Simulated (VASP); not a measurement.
# FeO (Fm-3m) in VASP: a series of runs, part 2 of 2

VASP 6.6.1. The steps go on from the part before.

### Step 6. Single point, PBEsol, collinear spin, ferromagnetic start (10.52 Å³/atom)

This run uses another cell than the first one, of 10.52 Å³/atom.

The input, INCAR:

```
PREC     = Accurate       # precision mode
ENCUT    = 520            # plane-wave cutoff, eV
EDIFF    = 1E-6           # SCF threshold, eV
ISMEAR   = 0              # smearing method
SIGMA    = 0.1            # smearing width, eV
LREAL    = F              # projectors in reciprocal space
LASPH    = T              # aspherical terms in the spheres
NELM     = 150            # most SCF steps
ALGO     = Normal         # electronic algorithm
ISIF     = 2              # what is computed and relaxed
LWAVE    = F              # write WAVECAR
LCHARG   = F              # write CHGCAR
ISPIN    = 2              # spin polarisation
MAGMOM   = 3.76 0.37      # initial moments
LORBIT   = 11             # projections on sites
LMAXMIX  = 4              # l up to which the mixer works
GGA      = PS             # functional
NBANDS   = 18             # bands
```

The input, KPOINTS:

```
regular mesh
0
Gamma
  18 18 18
```

The input, POSCAR:

```
FeO
1.0
    0.0000000000      2.1914780704      2.1914780704
    2.1914780704      0.0000000000      2.1914780704
    2.1914780704      2.1914780704      0.0000000000
Fe O
1 1
Direct
    0.0000000000      0.0000000000      0.0000000000
    0.5000000000      0.5000000000      0.5000000000
```

Potentials or basis: VASP PAW PBE potentials, release 64 (Fe, O).

Launch:

```console
> cat potpaw_PBE.64/Fe/POTCAR potpaw_PBE.64/O/POTCAR > POTCAR
> mpirun -np 1 vasp_std > vasp.out
```

OUTCAR:

```text
PREC = Accurate
   ENCUT = 520
   EDIFF = 1E-6
   ISMEAR = 0
   LREAL = F
   LASPH = T
   NELM = 150
   ISIF = 2
   ISPIN = 2
   LORBIT = 11
   GGA = PS

 ion  position               nearest neighbor table
   1  0.000  0.000  0.000-   2 2.19   2 2.19   2 2.19   2 2.19   2 2.19   2 2.19
   2  0.500  0.500  0.500-   1 2.19   1 2.19   1 2.19   1 2.19   1 2.19   1 2.19

  LATTYP: Found a face centered cubic cell.
 ALAT       =     4.3829561408

  Lattice vectors:

 A1 = (   0.0000000000,   2.1914780704,   2.1914780704)
[... 1222 lines left out ...]
  external PRESSURE =    -159.7831591 kB  Pullay stress =       0.0000000 kB

 VOLUME and BASIS-vectors are now :
 -----------------------------------------------------------------------------
  energy-cutoff  :      520.00
  volume of cell :       21.05
      direct lattice vectors                 reciprocal lattice vectors
     0.000000000  2.191478070  2.191478070    -0.228156515  0.228156515  0.228156515
     2.191478070  0.000000000  2.191478070     0.228156515 -0.228156515  0.228156515
     2.191478070  2.191478070  0.000000000     0.228156515  0.228156515 -0.228156515

 POSITION                                       TOTAL-FORCE (eV/Angst)
 -----------------------------------------------------------------------------------
      0.00000      0.00000      0.00000         0.000000      0.000000      0.000000
      2.19148      2.19148      2.19148        -0.000000     -0.000000     -0.000000
 -----------------------------------------------------------------------------------
    total drift:                                0.000000     -0.000000      0.000000

  FREE ENERGIE OF THE ION-ELECTRON SYSTEM (eV)
  ---------------------------------------------------
  free  energy   TOTEN  =       -15.7653960303 eV

  energy  without entropy=      -15.7582429838  energy(sigma->0) =      -15.76181951

 total charge

# of ion       s       p       d       tot
------------------------------------------
    1        0.279   0.332   6.052   6.662
    2        1.552   3.388   0.000   4.940
--------------------------------------------------
tot          1.831   3.720   6.052  11.602

 magnetization (x)

# of ion       s       p       d       tot
------------------------------------------
    1        0.026   0.020   3.573   3.619
    2        0.028   0.265   0.000   0.294
--------------------------------------------------
tot          0.055   0.285   3.573   3.913
```

OSZICAR:

```text
N       E                     dE             d eps       ncg     rms          rms(c)
DAV:   1     0.667353733010E+02    0.66735E+02   -0.68510E+03 15160   0.899E+02
DAV:   2    -0.139104977685E+02   -0.80646E+02   -0.67984E+02 14454   0.200E+02
DAV:   3    -0.184021395814E+02   -0.44916E+01   -0.44068E+01 16412   0.515E+01
DAV:   4    -0.184349360874E+02   -0.32797E-01   -0.32780E-01 17048   0.417E+00
DAV:   5    -0.184351607663E+02   -0.22468E-03   -0.22467E-03 16698   0.360E-01    0.153E+01
DAV:   6    -0.166564464102E+02    0.17787E+01   -0.16472E+01 18464   0.573E+01    0.200E+01
DAV:   7    -0.158058181217E+02    0.85063E+00   -0.41648E+00 18338   0.369E+01    0.875E+00
DAV:   8    -0.157901454708E+02    0.15673E-01   -0.21925E-01 17640   0.485E+00    0.496E+00
DAV:   9    -0.157699052692E+02    0.20240E-01   -0.10390E-01 22328   0.506E+00    0.133E+00
DAV:  10    -0.157658310320E+02    0.40742E-02   -0.23215E-02 19662   0.299E+00    0.223E-01
DAV:  11    -0.157653461343E+02    0.48490E-03   -0.42309E-03 19940   0.714E-01    0.753E-02
DAV:  12    -0.157653926323E+02   -0.46498E-04   -0.18818E-04 18288   0.139E-01    0.481E-02
DAV:  13    -0.157653931419E+02   -0.50960E-06   -0.23835E-05 20864   0.621E-02    0.191E-02
DAV:  14    -0.157653965067E+02   -0.33647E-05   -0.76510E-06 18156   0.274E-02    0.878E-03
DAV:  15    -0.157653960303E+02    0.47637E-06   -0.50360E-07  8654   0.786E-03
   1 F= -.15765396E+02 E0= -.15761820E+02  d E =-.715305E-02  mag=     4.0023
```

stdout:

```text
POSCAR found type information on POSCAR FeO
 POSCAR found :  2 types and       2 ions
 scaLAPACK will be used
 -----------------------------------------------------------------------------
|                                                                             |
|                                                                             |
|     You enforced a specific xc type in the INCAR file but a different       |
|     I HOPE YOU KNOW WHAT YOU ARE DOING!                                     |
|                                                                             |
 -----------------------------------------------------------------------------

 LDA part: xc-table for (Slater+PW92), standard interpolation
 POSCAR, INCAR and KPOINTS ok, starting setup
 FFT: planning ... GRIDC
 FFT: planning ... GRID_SOFT
 FFT: planning ... GRID
 WAVECAR not read
 entering main loop
```

Wall time 49 s (1 thread of Intel Xeon 6975P-C (Granite Rapids), shared host); peak memory 0.24 GiB.

What came out:

- Free energy: -15.7654 eV
- Pressure: -16.0 GPa
- Band gap on the k mesh: zero (filled and empty bands overlap)
- Net moment: 4.00 μB per cell
- Site moments: Fe +3.62; O +0.29 μB
- Valence electrons inside the program's atomic spheres: Fe 6.66; O 4.94

Caveat: the cell stands under tension; the PAW data sets were made with another functional, which shifts forces and pressure a little; a cell with one magnetic atom can't hold antiferromagnetic order, which such compounds often take; semilocal functionals often make such compounds metallic where correlation or magnetic order opens a gap, which also shifts bond lengths. With open d or f shells a metallic result of PBEsol can be an artefact of self-interaction; +U or a hybrid may open a gap.

### Step 7. Relaxation of cell and atoms, PBEsol, collinear spin, ferromagnetic start

Edit INCAR of step 6 so:

```diff
@@ -1,3 +1,3 @@
 PREC     = Accurate       # precision mode
-ENCUT    = 520            # plane-wave cutoff, eV
+ENCUT    = 600            # plane-wave cutoff, eV
 EDIFF    = 1E-6           # SCF threshold, eV
@@ -9,3 +9,3 @@
 ALGO     = Normal         # electronic algorithm
-ISIF     = 2              # what is computed and relaxed
+ISIF     = 3              # what is computed and relaxed
 LWAVE    = F              # write WAVECAR
@@ -17,2 +17,4 @@
 GGA      = PS             # functional
-NBANDS   = 18             # bands
+IBRION   = 2              # ionic algorithm
+NSW      = 100            # ionic steps
+EDIFFG   = -0.005         # ionic threshold
```

KPOINTS is that of step 6.

The input, POSCAR:

```
FeO
1.0
    0.0000000000      2.1230705797      2.1230705797
    2.1230705797      0.0000000000      2.1230705797
    2.1230705797      2.1230705797      0.0000000000
Fe O
1 1
Direct
    0.0000000000      0.0000000000      0.0000000000
    0.5000000000      0.5000000000      0.5000000000
```

Launch:

```console
> cat potpaw_PBE.64/Fe/POTCAR potpaw_PBE.64/O/POTCAR > POTCAR
> mpirun -np 1 vasp_std > vasp.out
```

Run time: 68 s. Hardware: 1 thread of Intel Xeon 6975P-C (Granite Rapids), shared host; peak memory 0.22 GiB.

It converged, with:

* Free energy: -15.8663 eV
* Relaxed volume: 9.58 Å³/atom
* Relaxed cell: a = 3.004 Å, b = 3.004 Å, c = 3.004 Å, α = 60.00°, β = 60.00°, γ = 60.00°
* Space group after relaxing (to 0.1 Å): Fm-3m (No. 225)
* Energy gained by relaxing: 0.0 meV/atom
* Ionic steps: 3
* Pressure after relaxing: 0.1 GPa
* Band gap on the k mesh: zero (filled and empty bands overlap)
* Net moment: 4.00 μB per cell
* Site moments: Fe +3.60; O +0.31 μB
* Valence electrons inside the program's atomic spheres: Fe 6.82; O 4.99

Final structure:
```xyz
2
Lattice="0.0000 2.1238 2.1238 2.1238 0.0000 2.1238 2.1238 2.1238 0.0000" Properties=species:S:1:pos:R:3 pbc="T T T"
Fe    0.0000    0.0000    0.0000
O     2.1238    2.1238    2.1238
```

Levels at points of the mesh, in eV from the Fermi level:
Spin up:
```
           k point  band 6  band 7  band 8  band 9  band 10  band 11  band 12  band 13
(0.00, 0.00, 0.00)   -3.93   -3.93   -3.67   -3.67     0.25    15.39    17.25    17.25
(0.50, 0.00, 0.00)   -3.02   -2.44   -0.17   -0.17     4.05     8.82    12.71    12.71
(0.50, 0.50, 0.00)   -3.24   -2.72   -2.72   -2.65     5.50     8.91    10.85    15.10
```
Spin down:
| k point | band 3 | band 4 | band 5 | band 6 | band 7 | band 8 |
| --- | --- | --- | --- | --- | --- | --- |
| (0.00, 0.00, 0.00) | -3.38 | -3.38 | -0.80 | -0.80 | -0.80 | 0.10 |
| (0.50, 0.00, 0.00) | -5.43 | -5.43 | 0.43 | 0.43 | 0.66 | 2.92 |
| (0.50, 0.50, 0.00) | -4.62 | -4.62 | -2.32 | 0.69 | 0.81 | 0.81 |

Caveat: the PAW data sets were made with another functional, which shifts forces and pressure a little; a cell with one magnetic atom can't hold antiferromagnetic order, which such compounds often take; semilocal functionals often make such compounds metallic where correlation or magnetic order opens a gap, which also shifts bond lengths. With open d or f shells a metallic result of PBEsol can be an artefact of self-interaction; +U or a hybrid may open a gap.

### Step 8. Overview

```tsv
task	cell	cutoff (eV)	gap on the mesh (eV)	pressure (GPa)	moment (μB)
single point	a = 3.002 Å, angles 60.0°, 2 atoms	520	none	0.4	4.00
relaxation of cell and atoms	relaxed from a = 3.002 Å, angles 60.0°, 2 atoms	600	none	0.1	4.00
single point	a = 3.032 Å, angles 60.0°, 2 atoms	520	none	-5.5	4.00
single point	a = 3.061 Å, angles 60.0°, 2 atoms	520	none	-10.5	4.00
single point	a = 3.099 Å, angles 60.0°, 2 atoms	520	none	-16.0	4.00
```

Alike in all rows: level PBEsol; potentials or basis VASP PAW PBE potentials, release 64 (Fe, O); spin collinear, ferromagnetic start; k mesh 18 × 18 × 18; smearing gaussian 0.1 eV.

Caveats: the PAW data sets were made with another functional, which shifts forces and pressure a little; a cell with one magnetic atom can't hold antiferromagnetic order, which such compounds often take; semilocal functionals often make such compounds metallic where correlation or magnetic order opens a gap, which also shifts bond lengths; the cell stands under tension (at least some runs).

Total energies depend on the potentials used, so only differences within one code and one set of settings carry meaning.

### Step 9. How close it comes

Step 2. A measured gap of FeO is 2.4 eV (optical; quoted in “W\"ustite: Electric, thermodynamic and optical properties of FeO”, 2012, arxiv:1203.1201); the calculated 0.00 eV misses it by -2.40 eV. So large a miss can be the level of theory's own, or it may mean another phase, state or a wrong row. The value is that of PBEsol on a finite k mesh, which can miss the band edges, without temperature or zero-point motion. Semilocal functionals fall short of measured gaps as a rule. The run's magnetic order (collinear spin, ferromagnetic start) needn't be the measured crystal's.
